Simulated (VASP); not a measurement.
Crystal: SnSe2.

```
Sn Se
1.0
     3.81100    0.00000    0.00000
    -1.90550    3.30042    0.00000
     0.00000    0.00000    6.13600
Sn Se
1 2
Cartesian
  0.0000 0.0000 0.0000
  0.0000 2.2003 1.5279
  1.9055 1.1001 4.6081
```

| Quantity | Value |
| --- | --- |
| Program | VASP 6.6.1 |
| Task | relaxation of cell and atoms |
| Functional | PBE |
| Dispersion | D3(BJ) |
| Potentials or basis | VASP PAW PBE potentials, release 64 (Sn_d, Se) |
| Cutoff | 600 eV |
| k mesh | 6 × 6 × 4 |
| Occupations | gaussian, width 0.01 eV |
| Spin | no spin polarisation |

At the start: pressure 3.4 GPa; volume 25.73 Å³/atom.

How do energy, volume and symmetry change on relaxing?

Over 16 steps the energy falls by 22.3 meV/atom and the volume is 25.61 Å³/atom (-0.4 %); space group P-3m1 (No. 164, to 0.1 Å) before and after.

The path:
```tsv
step	energy change (eV)	largest force (eV/Å)	pressure (GPa)	volume (Å³)
1	0.0000	0.8080	3.36	77.18
2	-0.0188	0.2956	-2.87	83.35
3	-0.0514	0.1595	-0.40	80.51
4	-0.0514	0.1710	-0.32	80.44
5	-0.0549	0.1277	-0.21	79.94
6	-0.0569	0.0759	-0.04	79.35
7	-0.0570	0.0604	0.01	79.18
8	-0.0591	0.0419	-0.06	78.94
9	-0.0639	0.0117	-0.26	78.21
10	-0.0651	0.1142	-0.49	76.72
11	-0.0661	0.0662	-0.37	77.37
12	-0.0660	0.0605	0.50	76.16
13	-0.0669	0.0056	0.05	76.79
14	-0.0669	0.0084	0.00	76.81
15	-0.0669	0.0069	0.02	76.80
16	-0.0669	0.0020	-0.01	76.84
```

Final structure:
```
Sn Se
1.0
     3.84447    0.00000    0.00000
    -1.92223    3.32940    0.00000
     0.00000    0.00000    6.00342
Sn Se
1 2
Direct
  0.00000 0.00000 0.00000
  0.33333 0.66667 0.26527
  0.66667 0.33333 0.73473
```
